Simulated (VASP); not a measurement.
Write the native input for VASP 6.6.1 that does the following.

| Quantity | Value |
| --- | --- |
| Task | single point |
| Functional | PBE |
| Potentials or basis | VASP PAW PBE potentials, release 64 (Na_pv, F) |
| Cutoff | 520 eV |
| k mesh | 8 × 8 × 8 |
| Occupations | gaussian, width 0.05 eV |
| Spin | no spin polarisation |
| Dipole correction | no |
| Further INCAR settings | ALGO = Normal; EDIFF = 1e-06; NBANDS = 14 |

The structure of NaF lies in POSCAR:

```
NaF
1.0
    0.0000000000      2.3813825000      2.2071350000
    2.3813825000      0.0000000000      2.2071350000
    2.3813825000      2.3813825000      0.0000000000
Na F
1 1
Direct
    0.0000000000      0.0000000000      0.0000000000
    0.5000000000      0.5000000000      0.5000000000
```

This cell differs from its parent crystal: strain +0.025 along x and y, -0.050 along z.

One way to write it, as run:

INCAR

```
SYSTEM = NaF
ALGO = Normal
EDIFF = 1E-6
ENCUT = 520
GGA = PE
ISIF = 2
ISMEAR = 0
LASPH = .True.
LCHARG = .False.
LREAL = .False.
LWAVE = .False.
NBANDS = 14
NELM = 80
PREC = Accurate
SIGMA = 0.05
```

KPOINTS

```
k-points
0
Gamma
  8 8 8
  0 0 0
```

Potentials or basis: VASP PAW PBE potentials, release 64 (Na_pv, F).

Run with:

```bash
$ cat potpaw_PBE.64/Na_pv/POTCAR potpaw_PBE.64/F/POTCAR > POTCAR
$ mpirun -np 1 vasp_std > vasp.out
```

It gave:

```yaml
Pressure: 2.5 GPa
Band_gap_on_the_k_mesh: 6.25 eV, direct
```

Caveat: the cell differs from its parent crystal (strain +0.025 along x and y, -0.050 along z).

Run time: 8.7 s on 1 thread of Intel(R) Xeon(R) 6975P-C (Granite Rapids) (shared host), peak memory 0.14 GiB.
